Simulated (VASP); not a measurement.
Here is a VASP 6.6.1 calculation.

Contents of INCAR:

```
ALGO = Normal
EDIFF = 1E-7
ENCUT = 520
GGA = PE
ISIF = 2
ISMEAR = -1
LASPH = True
LCHARG = True
LELF = True
LREAL = False
LVHAR = True
LWAVE = False
NBANDS = 26
NELM = 100
PREC = Accurate
SIGMA = 0.02
```

KPOINTS

```
k-points
0
Gamma
  12 12 6
```

POSCAR

```
ZnS
1.0
    3.8109987816      0.0000000000      0.0000000000
   -1.9054993908      3.3004217586      0.0000000000
    0.0000000000      0.0000000000      6.2340000000
Zn S
2 2
Direct
    0.3333333333      0.6666666667      0.0000000000
    0.6666666667      0.3333333333      0.5000000000
    0.3117269403      0.6558634702      0.3887271028
    0.6450602737      0.3225301368      0.8887271028
```

Potentials or basis: VASP PAW PBE potentials, release 64 (Zn, S).

Launch:

```console
$ cat potpaw_PBE.64/Zn/POTCAR potpaw_PBE.64/S/POTCAR > POTCAR
$ mpirun -np 1 vasp_std > vasp.out
```

Task: Estimate the pressure.

Result: 2.8 GPa.

Task: Predict the band gap on the k mesh.

Result: 2.23 eV.

Forces in eV/Å, atoms in the order of the input:
```
Zn  -0.401 -0.231  0.447
Zn  -0.499 -0.288  0.452
S    0.501  0.289 -0.452
S    0.398  0.230 -0.447
```

Caveat: the cell differs from its parent crystal (all S atoms moved +0.075 Å, as atom 3 towards its neighbour atom 2 (Zn) at 2.314 Å). A k mesh can miss the band edges.
